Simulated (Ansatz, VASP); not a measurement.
TiIn2: VASP beside Ansatz

```
Ti In
1.0
     3.06627    0.00000    0.00000
     0.00000    3.06627    0.00000
     0.00000    0.00000    7.06734
Ti In
1 2
Cartesian
  0.0000 0.0000 0.0000
  1.5331 1.5331 2.0747
  1.5331 1.5331 4.9927
```

Change from the starting cell: species swapped into the FeSi2 type (P4/mmm, No. 123).

Alike in both runs: functional PBE; k mesh 6 × 6 × 4; occupations gaussian, width 0.1 eV; no spin polarisation.

Ansatz relaxed the structure, and its values are those at the end. VASP's run is a single point on that final structure, the one shown.

|  | VASP | Ansatz |
| --- | --- | --- |
| version | VASP 6.6.1 | Ansatz 0.2.0 |
| potentials or method | VASP PAW PBE potentials, release 64 (Ti_sv, In_d), cutoff 520 eV | scalar-relativistic, plane waves, PAW |
| valence electrons in the cell | 38 | 38 |

```csv
,VASP,Ansatz,Ansatz less VASP
gap on the k mesh at the Fermi level (eV),none,none,-
pressure (GPa),0.0,0.0,+0.01
rms of the force components (eV/Å),0.003,0.003,-0.0004
```

A gap of «none» marks a metal or a gap that the smearing closes. The functional is the same, so the differences come from potentials, cutoffs and numerics.
